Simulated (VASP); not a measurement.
# Ge (P4/mmm) in VASP: further runs

The runs below take Ge through single point, relaxation of cell and atoms, with PBE.

Everything below comes from runs of VASP 6.6.1. Logs are shortened: lines on timing, memory, paths and dates and some standing lists are left out, and cuts for length are marked.

## Step 1: The cell of the first run

Symmetry: P4/mmm, No. 123, tetragonal system. Conventional cell: a = 4.939 Å, b = 4.939 Å, c = 2.307 Å, α = 90.00°, β = 90.00°, γ = 90.00°. Ge (site symmetry 4/mmm) has 6 Ge at 2.31 to 2.47 Å within 3.0 Å. Within 3.0 Å of Ge (site symmetry mmm) lie 4 Ge at 2.31 to 2.47 Å.

The cell was built from a structure type or drawn by symmetry, and may not be a known phase.

## Step 2: Single point, PBE

INCAR

```
SYSTEM = Ge
PREC = Accurate ; ENCUT = 520
EDIFF = 1E-6 ; ISMEAR = 0
SIGMA = 0.1 ; LREAL = .FALSE.
LASPH = .TRUE. ; NELM = 80
ALGO = Normal ; ISIF = 2
LWAVE = .FALSE. ; LCHARG = .FALSE.
GGA = PE ; NBANDS = 28
```

KPOINTS

```
regular mesh
0
G
  4 4 8
  0 0 0
```

POSCAR

```
Ge
1.0
    4.9390283200      0.0000000000      0.0000000000
    0.0000000000      4.9390283200      0.0000000000
    0.0000000000      0.0000000000      2.3073144500
Ge
3
Direct
    0.0000000000      0.0000000000      0.0000000000
    0.0000000000      0.5000000000      0.0000000000
    0.5000000000      0.0000000000      0.0000000000
```

Potentials or basis: VASP PAW PBE potentials, release 64 (Ge_d).

The run is started by

```sh
$ cat potpaw_PBE.64/Ge_d/POTCAR > POTCAR
$ mpirun -np 1 vasp_std > vasp.out
```

OUTCAR:

```text
SYSTEM = Ge
   PREC = Accurate
   ENCUT = 520
   EDIFF = 1E-6
   ISMEAR = 0
   LREAL = .FALSE.
   LASPH = .TRUE.
   NELM = 80
   ISIF = 2
   GGA = PE

 ion  position               nearest neighbor table
   1  0.000  0.000  0.000-   2 2.47   3 2.47   2 2.47   3 2.47
   2  0.000  0.500  0.000-   1 2.47   1 2.47
   3  0.500  0.000  0.000-   1 2.47   1 2.47

  LATTYP: Found a simple tetragonal cell.
 ALAT       =     4.9390283200
 C/A-ratio  =     0.4671595910

  Lattice vectors:

 A1 = (   4.9390283200,   0.0000000000,   0.0000000000)
 A2 = (   0.0000000000,   4.9390283200,   0.0000000000)
 A3 = (   0.0000000000,   0.0000000000,   2.3073144500)

Analysis of symmetry for initial positions (statically):
=====================================================================
 Subroutine PRICEL returns:
 Original cell was already a primitive cell.

 Routine SETGRP: Setting up the symmetry group for a
 simple tetragonal supercell.

 Subroutine GETGRP returns: Found 16 space group operations
 (whereof 16 operations were pure point group operations)
 out of a pool of 16 trial point group operations.

The static configuration has the point symmetry D_4h.

Analysis of symmetry for dynamics (positions and initial velocities):
=====================================================================
 Subroutine PRICEL returns:
 Original cell was already a primitive cell.

 Routine SETGRP: Setting up the symmetry group for a
 simple tetragonal supercell.

 Subroutine GETGRP returns: Found 16 space group operations
 (whereof 16 operations were pure point group operations)
 out of a pool of 16 trial point group operations.

The dynamic configuration has the point symmetry D_4h.

 Subroutine INISYM returns: Found 16 space group operations
 (whereof 16 operations are pure point group operations),
 and found     1 'primitive' translations

----------------------------------------------------------------------------------------

                                     Primitive cell

  volume of cell :      56.2846

  direct lattice vectors                    reciprocal lattice vectors
     4.939028320  0.000000000  0.000000000     0.202468975  0.000000000  0.000000000
     0.000000000  4.939028320  0.000000000     0.000000000  0.202468975  0.000000000
     0.000000000  0.000000000  2.307314450     0.000000000  0.000000000  0.433404298

  length of vectors
[... 83 lines left out ...]
   NELM   =     80;   NELMIN=  2; NELMDL= -5     # of ELM steps
   EDIFF  = 0.1E-05   stopping-criterion for ELM
   LREAL  =      F    real-space projection
   EDIFFG = 0.1E-04   stopping-criterion for IOM
   NSW    =      0    number of steps for IOM
   IBRION =     -1    ionic relax: 0-MD 1-quasi-New 2-CG
   NFREE  =      0    steps in history (QN), initial steepest desc. (CG)
   ISIF   =      2    stress and relaxation
   ISYM   =      2    0-nonsym 1-usesym 2-fastsym
   POTIM  = 0.5000    time-step for ionic-motion
   TEBEG  =    0.0;   TEEND  =   0.0 temperature during run
   PSTRESS=    0.0 pullay stress
   NELECT =      42.0000    total number of electrons
   NUPDOWN=      -1.0000    fix difference up-down
   EMIN   =  10.00;   EMAX   =-10.00  energy-range for DOS
   EFERMI =   0.00;   METHOD = LEGACY
   ISMEAR =     0;   SIGMA  =   0.10  broadening in eV -4-tet -1-fermi 0-gaus
   EFERMI_NEDOS =   21; number of points for ismear=-14 and -15
   IALGO  =     38    algorithm
   IMIX   =      4    mixing-type and parameters
     AMIX     =   0.40;   BMIX     =  1.00
     AMIX_MAG =   1.60;   BMIX_MAG =  1.00
  volume/ion in A,a.u.               =      18.76       126.61
  Fermi-wavevector in a.u.,A,eV,Ry     =   1.484891  2.806038 29.999514  2.204902
  Thomas-Fermi vector in A             =   2.598371
   LORBIT       =      0    0 simple, 1 ext, 2 COOP (PROOUT), +10 PAW based schemes
   GGA     = PE    functional components
   LHFCALC =     F    Hartree Fock is set to
   AEXX    =    0.0000 exact exchange contribution
   IVDW    =     0    specifies the selected vdW correction
   LEPSILON=     F    determine dielectric tensor
   LRPA    =     F    only Hartree local field effects (RPA)
 non-spin polarized calculation
 Gauss-broadening in eV      SIGMA  =   0.10
  energy-cutoff  :      520.00
  volume of cell :       56.28
 maximum number of plane-waves:      1536
 NGX is ok and might be reduce to    40
   NGX = 19   NGY = 19   NGZ =  9

 number of electron      42.0000026 magnetization

 Free energy of the ion-electron system (eV)
  ---------------------------------------------------
  ext. energy  EPLUGINS =         0.00000000
  ---------------------------------------------------
  free energy    TOTEN  =       -10.84460871 eV

  energy without entropy =      -10.83860000  energy(sigma->0) =      -10.84160436

 E-fermi :   6.6315     XC(G=0): -10.9349

 val. band max:        6.6059325034   @ k =   0.5000   0.5000   0.1250
 cond. band min:       6.6839899264   @ k =   0.5000   0.2500   0.1250
 fundamental gap:      0.0780574230
 Fermi energy:         6.6314983685

 k-point     1 :       0.0000    0.0000    0.0000
  band No.  band energies     occupation
      1     -18.8110      2.00000
      2     -18.6872      2.00000
      3     -18.6164      2.00000
      4     -18.5241      2.00000
      5     -18.4257      2.00000
      6     -18.2709      2.00000
[... 733 lines left out ...]
     27      12.9598      0.00000
     28      13.6786      0.00000

 [... further k-points ...]

------------------------ aborting loop because EDIFF is reached ----------------------------------------

  FORCE on cell =-STRESS in cart. coord.  units (eV):
  Direction    XX          YY          ZZ          XY          YZ          ZX
  --------------------------------------------------------------------------------------
  -------------------------------------------------------------------------------------
  Total        4.6061141      4.6061141     17.4843571      0.0000000      0.0000000      0.0000000
  in kB      131.1159287    131.1159287    497.7031987      0.0000000      0.0000000      0.0000000
  external PRESSURE =     253.3116854 kB  Pullay stress =       0.0000000 kB

 VOLUME and BASIS-vectors are now :
 -----------------------------------------------------------------------------
  energy-cutoff  :      520.00
  volume of cell :       56.28
      direct lattice vectors                 reciprocal lattice vectors
     4.939028320  0.000000000  0.000000000     0.202468975  0.000000000  0.000000000
     0.000000000  4.939028320  0.000000000     0.000000000  0.202468975  0.000000000
     0.000000000  0.000000000  2.307314450     0.000000000  0.000000000  0.433404298

 POSITION                                       TOTAL-FORCE (eV/Angst)
 -----------------------------------------------------------------------------------
      0.00000      0.00000      0.00000         0.000000      0.000000      0.000000
      0.00000      2.46951      0.00000         0.000000      0.000000      0.000000
      2.46951      0.00000      0.00000         0.000000      0.000000      0.000000
 -----------------------------------------------------------------------------------
    total drift:                               -0.000000     -0.000000     -0.000000

  FREE ENERGIE OF THE ION-ELECTRON SYSTEM (eV)
  ---------------------------------------------------
  free  energy   TOTEN  =       -10.8446087132 eV

  energy  without entropy=      -10.8385999976  energy(sigma->0) =      -10.84160436
```

It took 34 s on 1 thread of Intel Xeon Platinum 8375C at 2.90GHz (Ice Lake), shared host; peak memory 0.18 GiB.

Results:

| Item | Value |
| --- | --- |
| Free energy | -10.8446 eV |
| Pressure | 25.3 GPa |
| Band gap on the k mesh | zero (bands 21 and 22 overlap by 3.28 eV) |

Levels at points of the mesh, in eV from the Fermi level:
```tsv
k point	band 19	band 20	band 21	band 22	band 23	band 24
(0.00, 0.00, 0.00)	-6.74	-6.74	-0.67	-0.67	3.72	3.73
(0.50, 0.00, 0.00)	-6.37	-2.37	-2.34	0.55	0.72	8.07
(0.50, 0.50, 0.00)	-4.76	-0.48	0.50	0.50	1.38	1.72
(0.00, 0.00, 0.50)	-2.86	-1.64	-1.54	-1.54	0.65	3.80
(0.50, 0.00, 0.50)	-4.55	-2.35	-1.22	-1.13	3.25	3.66
(0.50, 0.50, 0.50)	-5.09	-4.48	-4.48	0.98	4.41	4.66
```

Caveat: the cell stands under pressure.

## Step 3: Single point, PBE

This run uses another cell than the first one, of 24.26 Å³/atom.

INCAR

```
PREC = Accurate ; ENCUT = 520
EDIFF = 1E-7 ; ISMEAR = 0
SIGMA = 0.1 ; LREAL = F
LASPH = T ; NELM = 60
ALGO = Normal ; ISIF = 2
LWAVE = F ; LCHARG = F
GGA = PE ; NBANDS = 28
```

KPOINTS

```
Automatic mesh
0
Gamma
  4 4 8
```

POSCAR

```
Ge
1.0
    5.2696555057      0.0000000000      0.0000000000
    0.0000000000      5.2696555057      0.0000000000
    0.0000000000      0.0000000000      2.6205443807
Ge
3
Direct
    0.0000000000      0.0000000000      0.0000000000
    0.0000000000      0.5000000000      0.0000000000
    0.5000000000      0.0000000000      0.0000000000
```

Potentials or basis: VASP PAW PBE potentials, release 64 (Ge_d).

The run is started by

```sh
$ cat potpaw_PBE.64/Ge_d/POTCAR > POTCAR
$ mpirun -np 1 vasp_std > vasp.out
```

OUTCAR:

```text
PREC = Accurate
   ENCUT = 520
   EDIFF = 1E-7
   ISMEAR = 0
   LREAL = F
   LASPH = T
   NELM = 60
   ISIF = 2
   GGA = PE

 ion  position               nearest neighbor table
   1  0.000  0.000  0.000-   2 2.63   3 2.63   2 2.63   3 2.63
   2  0.000  0.500  0.000-   1 2.63   1 2.63
   3  0.500  0.000  0.000-   1 2.63   1 2.63

  LATTYP: Found a simple tetragonal cell.
 ALAT       =     5.2696555057
 C/A-ratio  =     0.4972895055

  Lattice vectors:

 A1 = (   5.2696555057,   0.0000000000,   0.0000000000)
 A2 = (   0.0000000000,   5.2696555057,   0.0000000000)
 A3 = (   0.0000000000,   0.0000000000,   2.6205443807)

Analysis of symmetry for initial positions (statically):
=====================================================================
 Subroutine PRICEL returns:
 Original cell was already a primitive cell.

 Routine SETGRP: Setting up the symmetry group for a
 simple tetragonal supercell.

 Subroutine GETGRP returns: Found 16 space group operations
 (whereof 16 operations were pure point group operations)
 out of a pool of 16 trial point group operations.

[... 162 lines left out ...]

  energy without entropy =      -12.02561820  energy(sigma->0) =      -12.02955334

 E-fermi :   4.2026     XC(G=0):  -9.7367

 val. band max:        4.1780233126   @ k =   0.5000   0.0000   0.2500
 cond. band min:       4.2045382583   @ k =   0.5000   0.2500   0.3750
 fundamental gap:      0.0265149457
 Fermi energy:         4.2026401906

 k-point     1 :       0.0000    0.0000    0.0000
  band No.  band energies     occupation
      1     -20.8187      2.00000
      2     -20.7525      2.00000
      3     -20.6564      2.00000
      4     -20.5878      2.00000
      5     -20.5878      2.00000
      6     -20.5681      2.00000
[... 733 lines left out ...]
     27       9.0389      0.00000
     28      10.3347      0.00000

 [... further k-points ...]

------------------------ aborting loop because EDIFF is reached ----------------------------------------

  FORCE on cell =-STRESS in cart. coord.  units (eV):
  Direction    XX          YY          ZZ          XY          YZ          ZX
  --------------------------------------------------------------------------------------
  -------------------------------------------------------------------------------------
  Total       -0.0348135     -0.0348135      0.0334572      0.0000000      0.0000000      0.0000000
  in kB       -0.7664833     -0.7664833      0.7366212      0.0000000      0.0000000      0.0000000
  external PRESSURE =      -0.2654485 kB  Pullay stress =       0.0000000 kB

 VOLUME and BASIS-vectors are now :
 -----------------------------------------------------------------------------
  energy-cutoff  :      520.00
  volume of cell :       72.77
      direct lattice vectors                 reciprocal lattice vectors
     5.269655506  0.000000000  0.000000000     0.189765725  0.000000000  0.000000000
     0.000000000  5.269655506  0.000000000     0.000000000  0.189765725  0.000000000
     0.000000000  0.000000000  2.620544381     0.000000000  0.000000000  0.381600101

 POSITION                                       TOTAL-FORCE (eV/Angst)
 -----------------------------------------------------------------------------------
      0.00000      0.00000      0.00000         0.000000      0.000000      0.000000
      0.00000      2.63483      0.00000         0.000000      0.000000      0.000000
      2.63483      0.00000      0.00000         0.000000      0.000000      0.000000
 -----------------------------------------------------------------------------------
    total drift:                               -0.000000     -0.000000     -0.000000

  FREE ENERGIE OF THE ION-ELECTRON SYSTEM (eV)
  ---------------------------------------------------
  free  energy   TOTEN  =       -12.0334884828 eV

  energy  without entropy=      -12.0256182001  energy(sigma->0) =      -12.02955334
```

It took 51 s on 1 thread of Intel Xeon Platinum 8375C at 2.90GHz (Ice Lake), shared host; peak memory 0.2 GiB.

Results:

- Free energy: -12.0335 eV
- Pressure: 0.0 GPa
- Band gap on the k mesh: zero (bands 21 and 22 overlap by 3.10 eV)

## Step 4: Relaxation of cell and atoms, PBE

INCAR

```
PREC = Accurate
ENCUT = 600
EDIFF = 1E-7
ISMEAR = 0
SIGMA = 0.1
LREAL = F
LASPH = T
NELM = 60
ALGO = Normal
ISIF = 3
LWAVE = F
LCHARG = F
GGA = PE
IBRION = 2
NSW = 90
EDIFFG = -0.04
```

KPOINTS

```
regular mesh
0
Gamma
  4 4 8
```

POSCAR

```
Ge
1.0
    4.9390283200      0.0000000000      0.0000000000
    0.0000000000      4.9390283200      0.0000000000
    0.0000000000      0.0000000000      2.3073144500
Ge
3
Direct
    0.0000000000      0.0000000000      0.0000000000
    0.0000000000      0.5000000000      0.0000000000
    0.5000000000      0.0000000000      0.0000000000
```

The run is started by

```sh
$ cat potpaw_PBE.64/Ge_d/POTCAR > POTCAR
$ mpirun -np 1 vasp_std > vasp.out
```

Wall time 3.1 min (1 thread of Intel Xeon Platinum 8375C at 2.90GHz (Ice Lake), shared host); peak memory 0.19 GiB.

It converged, with:

* Free energy: -12.0304 eV
* Relaxed volume: 24.24 Å³/atom
* Relaxed cell: a = 5.268 Å, b = 5.268 Å, c = 2.620 Å, α = 90.00°, β = 90.00°, γ = 90.00°
* Space group after relaxing (to 0.1 Å): P4/mmm (No. 123)
* Energy gained by relaxing: 395.1 meV/atom
* Ionic steps: 7
* Pressure after relaxing: 0.0 GPa
* Band gap on the k mesh: zero (bands 21 and 22 overlap by 3.10 eV)

Step by step:
```tsv
step	energy change (eV)	largest force (eV/Å)	pressure (GPa)	volume (Å³)
1	0.0000	0.0000	25.24	56.28
2	-0.8407	0.0000	-4.38	83.08
3	-1.1356	0.0000	2.01	69.78
4	-1.1850	0.0000	-0.26	72.97
5	-1.1850	0.0000	-0.28	73.00
6	-1.1854	0.0000	0.08	72.59
7	-1.1854	0.0000	0.00	72.71
```

Final structure:
```xyz
3
Lattice="5.2676 0.0000 0.0000 0.0000 5.2676 0.0000 0.0000 0.0000 2.6204" Properties=species:S:1:pos:R:3 pbc="T T T"
Ge    0.0000    0.0000    0.0000
Ge    0.0000    2.6338    0.0000
Ge    2.6338    0.0000    0.0000
```

Levels at points of the mesh, in eV from the Fermi level:
| k point | band 19 | band 20 | band 21 | band 22 | band 23 | band 24 |
| --- | --- | --- | --- | --- | --- | --- |
| (0.00, 0.00, 0.00) | -5.12 | -5.12 | 0.01 | 0.01 | 3.96 | 4.29 |
| (0.50, 0.00, 0.00) | -4.82 | -1.49 | -1.32 | 0.86 | 1.10 | 7.56 |
| (0.50, 0.50, 0.00) | -3.35 | 0.15 | 0.76 | 0.76 | 1.66 | 1.69 |
| (0.00, 0.00, 0.50) | -2.57 | -1.73 | -1.73 | -1.72 | -0.92 | 3.54 |
| (0.50, 0.00, 0.50) | -3.36 | -2.99 | -1.50 | -1.47 | 2.41 | 2.47 |
| (0.50, 0.50, 0.50) | -3.86 | -3.30 | -3.30 | 0.58 | 3.40 | 4.38 |

Caveat: the volume moved by over 15 % at a fixed basis, so the end points are rough.

## Step 5: Single point, PBE

This run uses another cell than the first one, of 24.31 Å³/atom.

INCAR

```
SYSTEM = Ge
PREC     = Accurate       ! precision mode
ENCUT    = 520            ! plane-wave cutoff, eV
EDIFF    = 1E-6           ! SCF threshold, eV
ISMEAR   = 0              ! smearing method
SIGMA    = 0.1            ! smearing width, eV
LREAL    = .FALSE.        ! projectors in reciprocal space
LASPH    = .TRUE.         ! aspherical terms in the spheres
NELM     = 100            ! most SCF steps
ALGO     = Normal         ! electronic algorithm
ISIF     = 2              ! what is computed and relaxed
LWAVE    = .FALSE.        ! write WAVECAR
LCHARG   = .FALSE.        ! write CHGCAR
GGA      = PE             ! functional
NBANDS   = 28             ! bands
```

KPOINTS

```
Automatic mesh
0
G
  10 10 18
  0 0 0
```

POSCAR

```
Ge
1.0
    5.2405842592      0.0000000000      0.0000000000
    0.0000000000      5.2405842592      0.0000000000
    0.0000000000      0.0000000000      2.6553559352
Ge
3
Direct
    0.0000000000      0.0000000000      0.0000000000
    0.0000000000      0.5000000000      0.0000000000
    0.5000000000      0.0000000000      0.0000000000
```

The run is started by

```sh
$ cat potpaw_PBE.64/Ge_d/POTCAR > POTCAR
$ mpirun -np 1 vasp_std > vasp.out
```

Run time: 3.6 min. Hardware: 1 thread of Intel Xeon Platinum 8375C at 2.90GHz (Ice Lake), shared host; peak memory 0.4 GiB.

It converged, with:

* Free energy: -11.9749 eV
* Pressure: 0.1 GPa
* Band gap on the k mesh: zero (bands 21 and 22 overlap by 3.60 eV)

Levels at points of the mesh, in eV from the Fermi level:
```csv
k point,band 17,band 18,band 19,band 20,band 21,band 22,band 23,band 24,band 25,band 26
"(0.00, 0.00, 0.00)",-8.90,-6.38,-4.98,-4.98,0.10,0.10,3.98,4.41,7.63,8.73
"(0.50, 0.00, 0.00)",-10.20,-7.43,-4.65,-1.44,-1.28,1.10,1.37,7.66,8.21,8.59
"(0.50, 0.50, 0.00)",-10.11,-10.11,-3.37,0.35,1.08,1.08,1.76,1.98,7.42,7.42
"(0.00, 0.00, 0.50)",-5.25,-4.57,-2.46,-1.76,-1.76,-1.68,-0.62,3.44,3.44,4.06
"(0.50, 0.00, 0.50)",-6.10,-4.64,-3.28,-3.01,-1.48,-1.25,2.28,2.34,4.55,4.79
"(0.50, 0.50, 0.50)",-6.00,-6.00,-3.55,-3.21,-3.21,0.39,3.42,4.28,4.76,4.76
```

## Step 6: Summary

```csv
task,cell,k mesh,cutoff (eV),gap on the mesh (eV),pressure (GPa)
single point,"a = 4.939, b = 4.939, c = 2.307 Å, 3 atoms",4 × 4 × 8,520,none,25.3
single point,"a = 5.270, b = 5.270, c = 2.621 Å, 3 atoms",4 × 4 × 8,520,none,0.0
relaxation of cell and atoms,"relaxed from a = 4.939, b = 4.939, c = 2.307 Å, 3 atoms",4 × 4 × 8,600,none,0.0
single point,"a = 5.241, b = 5.241, c = 2.655 Å, 3 atoms",10 × 10 × 18,520,none,0.1
```

Alike in all rows: level PBE; potentials or basis VASP PAW PBE potentials, release 64 (Ge_d); no spin polarisation; smearing gaussian 0.1 eV.

Caveats: the cell stands under pressure (at least some runs); the volume moved by over 15 % at a fixed basis, so the end points are rough (at least some runs).

Total energies depend on the potentials used, so only differences within one code and one set of settings carry meaning.
